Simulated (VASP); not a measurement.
# Ga2CN2 in VASP: single point with PBE

Aim: the single point of Ga2CN2 with PBE.

Everything below comes from runs of VASP 6.6.1. Logs are shortened: lines on timing, memory, paths and dates and some standing lists are left out, and cuts for length are marked.

### 1 The cell of the first run

The cell holds a slab with vacuum, 5 atoms: a = 3.217 Å, b = 3.217 Å, c = 19.100 Å, α = 90.00°, β = 90.00°, γ = 120.00°.

### 2 Single point, PBE, collinear spin

INCAR

```
  PREC = Accurate
  ENCUT = 640
  EDIFF = 1E-6
  ISMEAR = 0
  SIGMA = 0.05
  LREAL = False
  LASPH = True
  NELM = 300
  ALGO = Normal
  ISIF = 2
  LWAVE = False
  LCHARG = True
  ISPIN = 2
  MAGMOM = 0 0 0 0 2
  LORBIT = 11
  LDIPOL = True
  IDIPOL = 3
  DIPOL = 0.5 0.5 0.349
  GGA = PE
  LVHAR = True
  LVACPOTAV = True
  NBANDS = 32
  GGA_COMPAT = False
  NELMDL = -8
  AMIX = 0.1
  BMIX = 1E-4
  AMIX_MAG = 0.4
  BMIX_MAG = 1E-4
  KPAR = 4
```

KPOINTS

```
regular mesh
0
Gamma
  9 9 1
```

POSCAR

```
Ga2CN2
1.0
    3.2165072889      0.0000000000      0.0000000000
   -1.6082536444      2.7855770236      0.0000000000
    0.0000000000      0.0000000000     19.1000974262
N Ga C
2 2 1
Direct
    0.0000000000      0.0000000000      0.2094230155
    0.3333333333      0.6666666667      0.3979088303
    0.3333333333      0.6666666667      0.2437980654
    0.6666666667      0.3333333333      0.3952208477
    1.0000000000      1.0000000000      0.4986882094
```

Potentials or basis: VASP PAW PBE potentials, release 64 (N, Ga_d, C).

Run with:

```sh
> cat potpaw_PBE.64/N/POTCAR potpaw_PBE.64/Ga_d/POTCAR potpaw_PBE.64/C/POTCAR > POTCAR
> mpirun -np 4 vasp_std > vasp.out
```

OUTCAR:

```text
PREC = Accurate
   ENCUT = 640
   EDIFF = 1E-6
   ISMEAR = 0
   LREAL = False
   LASPH = True
   NELM = 300
   ISIF = 2
   ISPIN = 2
   LORBIT = 11
   GGA = PE
   NELMDL = -8
   AMIX = 0.1
   AMIX_MAG = 0.4

 ion  position               nearest neighbor table
   1  0.000  0.000  0.209-   3 1.97   3 1.97   3 1.97
   2  0.333  0.667  0.398-   4 1.86   4 1.86   4 1.86
   3  0.333  0.667  0.244-   1 1.97   1 1.97   1 1.97
   4  0.667  0.333  0.395-   2 1.86   2 1.86   2 1.86
   5  0.000  0.000  0.499-

  LATTYP: Found a hexagonal cell.
 ALAT       =     3.2165072889
 C/A-ratio  =     5.9381483425

  Lattice vectors:

 A1 = (   3.2165072889,   0.0000000000,   0.0000000000)
 A2 = (  -1.6082536444,   2.7855770236,   0.0000000000)
 A3 = (   0.0000000000,   0.0000000000,  19.1000974262)

Analysis of symmetry for initial positions (statically):
=====================================================================
 Subroutine PRICEL returns:
 Original cell was already a primitive cell.

 Routine SETGRP: Setting up the symmetry group for a
 hexagonal supercell.

 Subroutine GETGRP returns: Found  6 space group operations
 (whereof  6 operations were pure point group operations)
 out of a pool of 24 trial point group operations.

The static configuration has the point symmetry C_3v.

Analysis of symmetry for dynamics (positions and initial velocities):
=====================================================================
 Subroutine PRICEL returns:
 Original cell was already a primitive cell.

 Routine SETGRP: Setting up the symmetry group for a
 hexagonal supercell.

 Subroutine GETGRP returns: Found  6 space group operations
 (whereof  6 operations were pure point group operations)
 out of a pool of 24 trial point group operations.

The dynamic configuration has the point symmetry C_3v.

Analysis of structural, dynamic, and magnetic symmetry:
=====================================================================
 Subroutine PRICEL returns:
 Original cell was already a primitive cell.

 Routine SETGRP: Setting up the symmetry group for a
 hexagonal supercell.

 Subroutine GETGRP returns: Found  6 space group operations
 (whereof  6 operations were pure point group operations)
 out of a pool of 24 trial point group operations.

The overall configuration has the point symmetry C_3v.

 Subroutine INISYM returns: Found  6 space group operations
 (whereof  6 operations are pure point group operations),
 and found     1 'primitive' translations

----------------------------------------------------------------------------------------

                                     Primitive cell

  volume of cell :     171.1336

  direct lattice vectors                    reciprocal lattice vectors
     3.216507289  0.000000000  0.000000000     0.310896233  0.179496024  0.000000000
    -1.608253644  2.785577024  0.000000000     0.000000000  0.358992048  0.000000000
     0.000000000  0.000000000 19.100097426     0.000000000  0.000000000  0.052355754

  length of vectors
     3.216507289  3.216507289 19.100097426     0.358992048  0.358992048  0.052355754

  position of ions in fractional coordinates (direct lattice)
     0.000000000  0.000000000  0.209423016
     0.333333333  0.666666667  0.397908830
     0.333333333  0.666666667  0.243798065
     0.666666667  0.333333333  0.395220848
     0.000000000  0.000000000  0.498688209

  ion indices of the primitive-cell ions
   primitive index   ion index
                 1           1
                 2           2
                 3           3
                 4           4
                 5           5

----------------------------------------------------------------------------------------

 KPOINTS: regular mesh

Automatic generation of k-mesh.
 Grid dimensions read from file:
 generate k-points for:    9    9    1

 Generating k-lattice:

  Cartesian coordinates                     Fractional coordinates (reciprocal lattice)
     0.034544026  0.019944003  0.000000000     0.111111111 -0.000000000  0.000000000
     0.000000000  0.039888005  0.000000000     0.000000000  0.111111111  0.000000000
     0.000000000  0.000000000  0.052355754     0.000000000  0.000000000  1.000000000

  Length of vectors
     0.039888005  0.039888005  0.052355754

  Shift w.r.t. Gamma in fractional coordinates (k-lattice)
     0.000000000  0.000000000  0.000000000

 Subroutine IBZKPT returns following result:
 ===========================================

 Found     12 irreducible k-points:

 Following reciprocal coordinates:
            Coordinates               Weight
  0.000000  0.000000  0.000000      1.000000
  0.111111  0.000000  0.000000      6.000000
  0.222222  0.000000  0.000000      6.000000
  0.333333  0.000000  0.000000      6.000000
  0.444444  0.000000  0.000000      6.000000
  0.111111  0.111111  0.000000      6.000000
  0.222222  0.111111  0.000000     12.000000
  0.333333  0.111111  0.000000     12.000000
  0.444444  0.111111  0.000000      6.000000
  0.222222  0.222222  0.000000      6.000000
  0.333333  0.222222  0.000000     12.000000
  0.333333  0.333333  0.000000      2.000000
   k-points           NKPTS =     12   k-points in BZ     NKDIM =     12   number of bands    NBANDS=     32
   number of dos      NEDOS =    301   number of ions     NIONS =      5
   total plane-waves  NPLWV = 125440
   dimension x,y,z NGX =    28 NGY =   28 NGZ =  160
   dimension x,y,z NGXF=    56 NGYF=   56 NGZF=  320
   ions per type =               2   2   1
   NGX,Y,Z   is equivalent  to a cutoff of  14.47, 14.47, 13.93 a.u.
   NGXF,Y,Z  is equivalent  to a cutoff of  28.94, 28.94, 27.85 a.u.
 SYSTEM =  unknown system
   PREC   = accura    normal or accurate (medium, high low for compatibility)
   ISTART =      0    job   : 0-new  1-cont  2-samecut
   ICHARG =      2    charge: 1-file 2-atom 10-const
   ISPIN  =      2    spin polarized calculation?
   LNONCOLLINEAR =      F non collinear calculations
   LSORBIT =      F    spin-orbit coupling
   LASPH  =      T    aspherical Exc in radial PAW
   ENCUT  =  640.0 eV  47.04 Ry    6.86 a.u.   6.63  6.63 39.40*2*pi/ulx,y,z
   NELM   =    300;   NELMIN=  2; NELMDL= -8     # of ELM steps
   EDIFF  = 0.1E-05   stopping-criterion for ELM
   LREAL  =      F    real-space projection
   EDIFFG = 0.1E-04   stopping-criterion for IOM
   NSW    =      0    number of steps for IOM
   IBRION =     -1    ionic relax: 0-MD 1-quasi-New 2-CG
   NFREE  =      0    steps in history (QN), initial steepest desc. (CG)
   ISIF   =      2    stress and relaxation
   ISYM   =      2    0-nonsym 1-usesym 2-fastsym
   POTIM  = 0.5000    time-step for ionic-motion
   TEBEG  =    0.0;   TEEND  =   0.0 temperature during run
   PSTRESS=    0.0 pullay stress
   NELECT =      40.0000    total number of electrons
   NUPDOWN=      -1.0000    fix difference up-down
   EMIN   =  10.00;   EMAX   =-10.00  energy-range for DOS
   EFERMI =   0.00;   METHOD = LEGACY
   ISMEAR =     0;   SIGMA  =   0.05  broadening in eV -4-tet -1-fermi 0-gaus
   EFERMI_NEDOS =   21; number of points for ismear=-14 and -15
   IALGO  =     38    algorithm
   IMIX   =      4    mixing-type and parameters
     AMIX     =   0.10;   BMIX     =  0.00
     AMIX_MAG =   0.40;   BMIX_MAG =  0.00
  volume/ion in A,a.u.               =      34.23       230.97
  Fermi-wavevector in a.u.,A,eV,Ry     =   1.008439  1.905674 13.836440  1.016950
  Thomas-Fermi vector in A             =   2.141306
   LORBIT       =     11    0 simple, 1 ext, 2 COOP (PROOUT), +10 PAW based schemes
   GGA     = PE    functional components
   LHFCALC =     F    Hartree Fock is set to
   AEXX    =    0.0000 exact exchange contribution
   IVDW    =     0    specifies the selected vdW correction
   LEPSILON=     F    determine dielectric tensor
   LRPA    =     F    only Hartree local field effects (RPA)
 spin polarized calculation
 Gauss-broadening in eV      SIGMA  =   0.05
  energy-cutoff  :      640.00
  volume of cell :      171.13
 maximum number of plane-waves:      6339
 NGX is ok and might be reduce to    28
   NGX = 13   NGY = 13   NGZ = 79

 dipolmoment           0.000000      0.000000      0.000017 electrons x Angstroem

 number of electron      40.0000005 magnetization       0.9486236

 dipolmoment           0.000000      0.000000     -0.038910 electrons x Angstroem

 Free energy of the ion-electron system (eV)
  ---------------------------------------------------
  ext. energy  EPLUGINS =         0.00000000
  ---------------------------------------------------
  free energy    TOTEN  =       -24.13053600 eV

  energy without entropy =      -24.12722089  energy(sigma->0) =      -24.12887845

 E-fermi :  -2.6212     XC(G=0):  -4.8022

 val. band max:       -2.6450702290   @ k =   0.3333   0.1111   0.0000
 cond. band min:      -2.5855364608   @ k =   0.0000   0.0000   0.0000
 fundamental gap:      0.0595337682
 Fermi energy:        -2.6211928635

 spin component 1

 k-point     1 :       0.0000    0.0000    0.0000
  band No.  band energies     occupation
      1     -19.6350      1.00000
      2     -17.4603      1.00000
      3     -17.4603      1.00000
      4     -17.2326      1.00000
      5     -17.1691      1.00000
      6     -17.1691      1.00000
[... 24 lines left out ...]
     31       6.6974      0.00000
     32       6.8746      0.00000

 k-point     2 :       0.1111    0.0000    0.0000
  band No.  band energies     occupation
      1     -19.5316      1.00000
      2     -17.4604      1.00000
      3     -17.4258      1.00000
      4     -17.1925      1.00000
      5     -17.1766      1.00000
      6     -17.1715      1.00000
[... 24 lines left out ...]
     31       6.9376      0.00000
     32       7.1019      0.00000
[... 313 lines left out ...]
     31       8.3453      0.00000
     32       8.9606      0.00000

 k-point    12 :       0.3333    0.3333    0.0000
  band No.  band energies     occupation
      1     -18.7909      1.00000
      2     -17.3684      1.00000
      3     -17.2818      1.00000
      4     -17.2425      1.00000
      5     -17.1577      1.00000
      6     -16.9903      1.00000
[... 24 lines left out ...]
     31       8.7247      0.00000
     32       9.1072      0.00000
 Fermi energy:        -2.6211928635

 spin component 2

 k-point     1 :       0.0000    0.0000    0.0000
  band No.  band energies     occupation
      1     -19.5915      1.00000
      2     -17.4496      1.00000
      3     -17.4496      1.00000
      4     -17.2383      1.00000
      5     -17.1603      1.00000
      6     -17.1603      1.00000
[... 24 lines left out ...]
     31       6.7802      0.00000
     32       7.1059      0.00000

 k-point     2 :       0.1111    0.0000    0.0000
  band No.  band energies     occupation
      1     -19.4911      1.00000
      2     -17.4496      1.00000
      3     -17.4153      1.00000
      4     -17.1906      1.00000
      5     -17.1740      1.00000
      6     -17.1626      1.00000
[... 24 lines left out ...]
     31       7.0912      0.00000
     32       7.1775      0.00000
[... 313 lines left out ...]
     31       8.3972      0.00000
     32       9.1267      0.00000

 k-point    12 :       0.3333    0.3333    0.0000
  band No.  band energies     occupation
      1     -18.7768      1.00000
      2     -17.3594      1.00000
      3     -17.2729      1.00000
      4     -17.2280      1.00000
      5     -17.1466      1.00000
      6     -16.9942      1.00000
[... 24 lines left out ...]
     31       9.0958      0.00000
     32       9.1369      0.00000

------------------------ aborting loop because EDIFF is reached ----------------------------------------

  FORCE on cell =-STRESS in cart. coord.  units (eV):
  Direction    XX          YY          ZZ          XY          YZ          ZX
  --------------------------------------------------------------------------------------
  -------------------------------------------------------------------------------------
  Total       -1.2571158     -1.2571158     -1.6116194     -0.0000000      0.0000000      0.0000000
  in kB      -11.7692982    -11.7692982    -15.0882115     -0.0000000      0.0000000      0.0000000
  external PRESSURE =     -12.8756026 kB  Pullay stress =       0.0000000 kB

 VOLUME and BASIS-vectors are now :
 -----------------------------------------------------------------------------
  energy-cutoff  :      640.00
  volume of cell :      171.13
      direct lattice vectors                 reciprocal lattice vectors
     3.216507289  0.000000000  0.000000000     0.310896233  0.179496024  0.000000000
    -1.608253644  2.785577024  0.000000000     0.000000000  0.358992048  0.000000000
     0.000000000  0.000000000 19.100097426     0.000000000  0.000000000  0.052355754

 POSITION                                       TOTAL-FORCE (eV/Angst)
 -----------------------------------------------------------------------------------
      0.00000      0.00000      4.00000         0.000000      0.000000      2.735726
     -0.00000      1.85705      7.60010        -0.000000     -0.000000     -1.543413
     -0.00000      1.85705      4.65657         0.000000      0.000000     -2.640153
      1.60825      0.92853      7.54876         0.000000      0.000000      1.127445
      0.00000      0.00000      9.52499         0.000000      0.000000      0.320395
 -----------------------------------------------------------------------------------
    total drift:                               -0.000001      0.000000     -0.000250

  FREE ENERGIE OF THE ION-ELECTRON SYSTEM (eV)
  ---------------------------------------------------
  free  energy   TOTEN  =       -24.1305359992 eV

  energy  without entropy=      -24.1272208923  energy(sigma->0) =      -24.12887845

 vacuum level on the upper side and lower side of the slab         3.649         4.434

 total charge

# of ion       s       p       d       tot
------------------------------------------
    1        1.279   2.293   0.000   3.572
    2        1.250   2.444   0.000   3.695
    3        0.840   0.749  10.085  11.674
    4        0.814   0.889  10.175  11.878
    5        1.055   0.934   0.000   1.989
--------------------------------------------------
tot          5.238   7.310  20.261  32.808

 magnetization (x)

# of ion       s       p       d       tot
------------------------------------------
    1       -0.000  -0.006   0.000  -0.006
    2        0.009  -0.001   0.000   0.008
    3        0.000   0.001  -0.000   0.002
    4        0.007   0.010   0.008   0.025
    5        0.021   0.453   0.000   0.474
--------------------------------------------------
tot          0.037   0.458   0.008   0.503
```

Wall time 3.7 min (4 MPI ranks of Intel Xeon Platinum 8259CL at 2.50GHz (Skylake/Cascade Lake), shared host); peak memory 0.53 GiB.

Results:

```yaml
Free_energy: -24.1305 eV
Largest_force: 2.736 eV/Å
Net_moment: 0.95 μB per cell
Site_moments: N -0.01, +0.01; Ga +0.00, +0.03; C +0.47 μB
Valence_electrons_inside_the_program's_atomic_spheres: N 3.57, 3.69; Ga 11.67, 11.88; C 1.99
```

Forces on the atoms (eV/Å):
```
N    0.000  0.000  2.736
N    0.000  0.000 -1.543
Ga   0.000  0.000 -2.640
Ga   0.000  0.000  1.127
C    0.000  0.000  0.320
```

Caveat: a moment this small can come from the mesh or the smearing.
